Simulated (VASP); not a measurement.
# Bi2Te3 (R-3m) in VASP: relaxation of shape and atoms at fixed volume with PBE

Aim: the relaxation of shape and atoms at fixed volume of Bi2Te3 with PBE.

Program: VASP 6.6.1. These are calculated values, not measurements. Logs are shortened: lines on timing, memory, paths and dates and some standing lists are left out, and cuts for length are marked.

## Step 1: The cell of the first run

The structure is trigonal, space group R-3m (No. 166). Conventional cell: a = 4.487 Å, b = 4.487 Å, c = 32.678 Å, α = 90.00°, β = 90.00°, γ = 120.00°. Bi (site symmetry 3m) has 6 Te at 3.11 to 3.31 Å within 4.1 Å. Within 4.6 Å of Te (site symmetry -3m) lie 6 Bi at 3.31 Å and 12 Te at 4.49 to 4.59 Å. Te (site symmetry 3m) has 3 Bi at 3.11 Å and 3 Te at 4.20 Å within 4.2 Å.

## Step 2: Relaxation of shape and atoms at fixed volume, PBE (37.98 Å³/atom)

Input file INCAR:

```
PREC     = Accurate       # precision mode
ENCUT    = 600            # plane-wave cutoff, eV
EDIFF    = 1E-6           # SCF threshold, eV
ISMEAR   = 0              # smearing method
SIGMA    = 0.05           # smearing width, eV
LREAL    = F              # projectors in reciprocal space
LASPH    = T              # aspherical terms in the spheres
NELM     = 80             # most SCF steps
ALGO     = Normal         # electronic algorithm
ISIF     = 4              # what is computed and relaxed
LWAVE    = F              # write WAVECAR
LCHARG   = F              # write CHGCAR
GGA      = PE             # functional
IBRION   = 2              # ionic algorithm
NSW      = 60             # ionic steps
EDIFFG   = -0.01          # ionic threshold
```

Input file KPOINTS:

```
regular mesh
0
Gamma
  8 8 8
```

Input file POSCAR:

```
Bi2Te3
1.0
    2.2433980531      1.2952264699     10.8926434994
   -2.2433980531      1.2952264699     10.8926434994
    0.0000000000     -2.5904529397     10.8926434994
Bi Te
2 3
Direct
    0.3966246676      0.3966246676      0.3966246676
    0.6033753324      0.6033753324      0.6033753324
    0.0000000000      0.0000000000      0.0000000000
    0.2172118431      0.2172118431      0.2172118431
    0.7827881569      0.7827881569      0.7827881569
```

Potentials or basis: VASP PAW PBE potentials, release 64 (Bi_d, Te).

Started as:

```console
$ cat potpaw_PBE.64/Bi_d/POTCAR potpaw_PBE.64/Te/POTCAR > POTCAR
$ mpirun -np 1 vasp_std > vasp.out
```

OUTCAR:

```text
PREC = Accurate
   ENCUT = 600
   EDIFF = 1E-6
   ISMEAR = 0
   LREAL = F
   LASPH = T
   NELM = 80
   ISIF = 4
   GGA = PE
   IBRION = 2
   NSW = 60
   EDIFFG = -0.01

 ion  position               nearest neighbor table
   1  0.397  0.397  0.397-   5 3.11   5 3.11   5 3.11   3 3.31   3 3.31   3 3.31
   2  0.603  0.603  0.603-   4 3.11   4 3.11   4 3.11   3 3.31   3 3.31   3 3.31
   3  0.000  0.000  0.000-   2 3.31   2 3.31   1 3.31   1 3.31   2 3.31   1 3.31
   4  0.217  0.217  0.217-   2 3.11   2 3.11   2 3.11
   5  0.783  0.783  0.783-   1 3.11   1 3.11   1 3.11

  LATTYP: Found a trigonal (rhomboedric) cell.
 ALAT       =    11.1964337554
 COS(alpha) =     0.9197059724

  Lattice vectors:

 A1 = (   2.2433980531,   1.2952264699,  10.8926434994)
 A2 = (  -2.2433980531,   1.2952264699,  10.8926434994)
 A3 = (   0.0000000000,  -2.5904529397,  10.8926434994)

Analysis of symmetry for initial positions (statically):
=====================================================================
 Subroutine PRICEL returns:
 Original cell was already a primitive cell.

 Routine SETGRP: Setting up the symmetry group for a
 trigonal (rhombohedral) supercell.

 Subroutine GETGRP returns: Found 12 space group operations
 (whereof 12 operations were pure point group operations)
 out of a pool of 12 trial point group operations.

The static configuration has the point symmetry D_3d.

Analysis of symmetry for dynamics (positions and initial velocities):
=====================================================================
 Subroutine PRICEL returns:
 Original cell was already a primitive cell.

 Routine SETGRP: Setting up the symmetry group for a
 trigonal (rhombohedral) supercell.

 Subroutine GETGRP returns: Found 12 space group operations
 (whereof 12 operations were pure point group operations)
 out of a pool of 12 trial point group operations.

The dynamic configuration has the point symmetry D_3d.

 Subroutine INISYM returns: Found 12 space group operations
 (whereof 12 operations are pure point group operations),
 and found     1 'primitive' translations

----------------------------------------------------------------------------------------

                                     Primitive cell

  volume of cell :     189.9051

  direct lattice vectors                    reciprocal lattice vectors
     2.243398053  1.295226470 10.892643499     0.222876185  0.128677626  0.030601693
    -2.243398053  1.295226470 10.892643499    -0.222876185  0.128677626  0.030601693
     0.000000000 -2.590452940 10.892643499     0.000000000 -0.257355251  0.030601693

  length of vectors
    11.196433755 11.196433755 11.196433755     0.259168264  0.259168264  0.259168264

  position of ions in fractional coordinates (direct lattice)
     0.396624668  0.396624668  0.396624668
     0.603375332  0.603375332  0.603375332
     0.000000000  0.000000000  0.000000000
     0.217211843  0.217211843  0.217211843
     0.782788157  0.782788157  0.782788157

  ion indices of the primitive-cell ions
   primitive index   ion index
                 1           1
                 2           2
                 3           3
                 4           4
                 5           5

----------------------------------------------------------------------------------------

 KPOINTS: regular mesh

Automatic generation of k-mesh.
 Grid dimensions read from file:
 generate k-points for:    8    8    8

 Generating k-lattice:

  Cartesian coordinates                     Fractional coordinates (reciprocal lattice)
     0.027859523  0.016084703  0.003825212     0.125000000  0.000000000 -0.000000000
    -0.027859523  0.016084703  0.003825212     0.000000000  0.125000000 -0.000000000
     0.000000000 -0.032169406  0.003825212    -0.000000000 -0.000000000  0.125000000

  Length of vectors
     0.032396033  0.032396033  0.032396033

  Shift w.r.t. Gamma in fractional coordinates (k-lattice)
     0.000000000  0.000000000  0.000000000

 Subroutine IBZKPT returns following result:
 ===========================================

 Found     65 irreducible k-points:

 Following reciprocal coordinates:
            Coordinates               Weight
  0.000000  0.000000  0.000000      1.000000
  0.125000  0.000000 -0.000000      6.000000
  0.250000  0.000000 -0.000000      6.000000
  0.375000  0.000000 -0.000000      6.000000
  0.500000  0.000000 -0.000000      3.000000
  0.125000  0.125000 -0.000000      6.000000
[... 16 lines left out ...]
  0.250000  0.125000  0.125000      6.000000
  0.375000  0.125000  0.125000      6.000000
 [... further k-points ...]
   k-points           NKPTS =     65   k-points in BZ     NKDIM =     65   number of bands    NBANDS=     28
   number of dos      NEDOS =    301   number of ions     NIONS =      5
   total plane-waves  NPLWV = 729000
   dimension x,y,z NGX =    90 NGY =   90 NGZ =   90
   dimension x,y,z NGXF=   180 NGYF=  180 NGZF=  180
   ions per type =               2   3
   NGX,Y,Z   is equivalent  to a cutoff of  13.36, 13.36, 13.36 a.u.
   NGXF,Y,Z  is equivalent  to a cutoff of  26.73, 26.73, 26.73 a.u.
 SYSTEM =  unknown system
   PREC   = accura    normal or accurate (medium, high low for compatibility)
   ISTART =      0    job   : 0-new  1-cont  2-samecut
   ICHARG =      2    charge: 1-file 2-atom 10-const
   ISPIN  =      1    spin polarized calculation?
   LNONCOLLINEAR =      F non collinear calculations
   LSORBIT =      F    spin-orbit coupling
   LASPH  =      T    aspherical Exc in radial PAW
   ENCUT  =  600.0 eV  44.10 Ry    6.64 a.u.  22.36 22.36 22.36*2*pi/ulx,y,z
   NELM   =     80;   NELMIN=  2; NELMDL= -5     # of ELM steps
   EDIFF  = 0.1E-05   stopping-criterion for ELM
   LREAL  =      F    real-space projection
   EDIFFG = -.1E-01   stopping-criterion for IOM
   NSW    =     60    number of steps for IOM
   IBRION =      2    ionic relax: 0-MD 1-quasi-New 2-CG
   NFREE  =      1    steps in history (QN), initial steepest desc. (CG)
   ISIF   =      4    stress and relaxation
   ISYM   =      2    0-nonsym 1-usesym 2-fastsym
   POTIM  = 0.5000    time-step for ionic-motion
   TEBEG  =    0.0;   TEEND  =   0.0 temperature during run
   PSTRESS=    0.0 pullay stress
   NELECT =      48.0000    total number of electrons
   NUPDOWN=      -1.0000    fix difference up-down
   EMIN   =  10.00;   EMAX   =-10.00  energy-range for DOS
   EFERMI =   0.00;   METHOD = LEGACY
   ISMEAR =     0;   SIGMA  =   0.05  broadening in eV -4-tet -1-fermi 0-gaus
   EFERMI_NEDOS =   21; number of points for ismear=-14 and -15
   IALGO  =     38    algorithm
   IMIX   =      4    mixing-type and parameters
     AMIX     =   0.40;   BMIX     =  1.00
     AMIX_MAG =   1.60;   BMIX_MAG =  1.00
  volume/ion in A,a.u.               =      37.98       256.31
  Fermi-wavevector in a.u.,A,eV,Ry     =   1.035086  1.956029 14.577319  1.071403
  Thomas-Fermi vector in A             =   2.169412
   LORBIT       =      0    0 simple, 1 ext, 2 COOP (PROOUT), +10 PAW based schemes
   GGA     = PE    functional components
   LHFCALC =     F    Hartree Fock is set to
   AEXX    =    0.0000 exact exchange contribution
   IVDW    =     0    specifies the selected vdW correction
   LEPSILON=     F    determine dielectric tensor
   LRPA    =     F    only Hartree local field effects (RPA)
 conjugate gradient relaxation of ions
 non-spin polarized calculation
 Gauss-broadening in eV      SIGMA  =   0.05
  energy-cutoff  :      600.00
  volume of cell :      189.91
 maximum number of plane-waves:      6373
 NGX is ok and might be reduce to    90
   NGX = 45   NGY = 45   NGZ = 45

--------------------------------------- Ionic step        1  -------------------------------------------

 number of electron      48.0000000 magnetization

 Free energy of the ion-electron system (eV)
  ---------------------------------------------------
  ext. energy  EPLUGINS =         0.00000000
  ---------------------------------------------------
  free energy    TOTEN  =       -18.38530696 eV

  energy without entropy =      -18.38530696  energy(sigma->0) =      -18.38530696

------------------------ aborting loop because EDIFF is reached ----------------------------------------

  FORCE on cell =-STRESS in cart. coord.  units (eV):
  Direction    XX          YY          ZZ          XY          YZ          ZX
  --------------------------------------------------------------------------------------
  -------------------------------------------------------------------------------------
  Total       -1.2322004     -1.2322004     -1.1306639      0.0000000     -0.0000000      0.0000000
  in kB      -10.3957380    -10.3957380     -9.5391028      0.0000000     -0.0000000      0.0000000
  external PRESSURE =     -10.1101929 kB  Pullay stress =       0.0000000 kB
[... 297 lines left out ...]
  energy  without entropy=      -18.3939286091  energy(sigma->0) =      -18.39392861

--------------------------------------- Ionic step        9  -------------------------------------------

 number of electron      48.0000005 magnetization

 Free energy of the ion-electron system (eV)
  ---------------------------------------------------
  ext. energy  EPLUGINS =         0.00000000
  ---------------------------------------------------
  free energy    TOTEN  =       -18.39463304 eV

  energy without entropy =      -18.39463304  energy(sigma->0) =      -18.39463304

 E-fermi :   4.7439     XC(G=0):  -8.7266

 val. band max:        4.5086234376   @ k =   0.5000   0.5000   0.3750
 cond. band min:       5.1996888356   @ k =   0.0000   0.0000   0.0000
 fundamental gap:      0.6910653980
 Fermi energy:         4.7438698657

 k-point     1 :       0.0000    0.0000    0.0000
  band No.  band energies     occupation
      1     -18.2697      2.00000
      2     -18.2697      2.00000
      3     -18.2687      2.00000
      4     -18.2687      2.00000
      5     -18.2645      2.00000
      6     -18.2634      2.00000
[... 733 lines left out ...]
     27       6.5060      0.00000
     28       7.3713      0.00000

 [... further k-points ...]

------------------------ aborting loop because EDIFF is reached ----------------------------------------

  FORCE on cell =-STRESS in cart. coord.  units (eV):
  Direction    XX          YY          ZZ          XY          YZ          ZX
  --------------------------------------------------------------------------------------
  -------------------------------------------------------------------------------------
  Total       -0.3201529     -0.3201529     -0.3209954      0.0000000     -0.0000000     -0.0000000
  in kB       -2.7010425     -2.7010425     -2.7081504      0.0000000     -0.0000000     -0.0000000
  external PRESSURE =      -2.7034118 kB  Pullay stress =       0.0000000 kB
[... 20 lines left out ...]
  FREE ENERGIE OF THE ION-ELECTRON SYSTEM (eV)
  ---------------------------------------------------
  free  energy   TOTEN  =       -18.3946330352 eV

  energy  without entropy=      -18.3946330352  energy(sigma->0) =      -18.39463304

 reached required accuracy - stopping structural energy minimisation
```

Wall time 2.3 h (1 thread of Intel Xeon 6975P-C (Granite Rapids), shared host); peak memory 1.6 GiB.

Results:

| Item | Value |
| --- | --- |
| Free energy | -18.3946 eV |
| Energy gained by relaxing | 1.9 meV/atom |
| Ionic steps | 9 |
| Pressure after relaxing | -0.3 GPa |
| Largest force after relaxing | 0.008 eV/Å |
| Band gap on the k mesh | 0.69 eV (least direct gap 0.73 eV) |

Forces in eV/Å, atoms in the order of the input:
```
Bi   0.000  0.000  0.008
Bi   0.000  0.000 -0.008
Te   0.000  0.000  0.000
Te   0.000  0.000  0.005
Te   0.000  0.000 -0.005
```

The path:
```
step  energy change (eV)  largest force (eV/Å)  pressure (GPa)  volume (Å³)
   1              0.0000                0.1283           -1.01       189.91
   2             -0.0015                0.0914           -0.93       189.91
   3             -0.0026                0.0653           -0.82       189.91
   4             -0.0027                0.0874           -0.77       189.91
   5             -0.0040                0.0806           -0.73       189.91
   6             -0.0068                0.0613           -0.57       189.91
   7             -0.0085                0.0205           -0.25       189.91
   8             -0.0086                0.0308           -0.32       189.91
   9             -0.0093                0.0080           -0.27       189.91
```

Final structure:
```
Bi Te
1.0
     2.22581    1.28507   11.06549
    -2.22581    1.28507   11.06549
     0.00000   -2.57014   11.06549
Bi Te
2 3
Direct
  0.39535 0.39535 0.39535
  0.60465 0.60465 0.60465
  0.00000 0.00000 0.00000
  0.21953 0.21953 0.21953
  0.78047 0.78047 0.78047
```

Caveat: spin-orbit coupling is left out, which moves the levels of the heavy elements. A k mesh can miss the band edges.
